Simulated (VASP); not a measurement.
Mg33S32 (a cell with a defect), 65 atoms in the cell. The cell holds a defect, 65 atoms: a = 11.303 Å, b = 11.303 Å, c = 11.303 Å, α = 90.00°, β = 90.00°, γ = 90.00°. 

| Quantity | Value |
| --- | --- |
| Program | VASP 6.6.1 |
| Task | single point |
| Functional | PBEsol |
| Potentials or basis | VASP PAW PBE potentials, release 64 (Mg, S) |
| Cutoff | 400 eV |
| k mesh | 1 × 1 × 1, shifted |
| Occupations | fermi-dirac, width 0.05 eV |
| Spin | collinear spin |
| Dipole correction | no |
| Further INCAR settings | LREAL = Auto; ALGO = Normal; EDIFF = 1e-06; NBANDS = 171; ISYM = -1 |

Potentials or basis: VASP PAW PBE potentials, release 64 (Mg, S).

Launch:

```bash
$ cat potpaw_PBE.64/Mg/POTCAR potpaw_PBE.64/S/POTCAR > POTCAR
$ mpirun -np 1 vasp_std > vasp.out
```

Hardware: 1 thread of Intel(R) Xeon(R) Platinum 8259CL CPU @ 2.50GHz (Skylake/Cascade Lake) (shared host).

**Question.** Estimate the wall time of this run.

**Answer.** Run time: 14 min on 1 thread of Intel(R) Xeon(R) Platinum 8259CL CPU @ 2.50GHz (Skylake/Cascade Lake) (shared host), peak memory 1.4 GiB. Counts: scf iterations 17, k points 1.
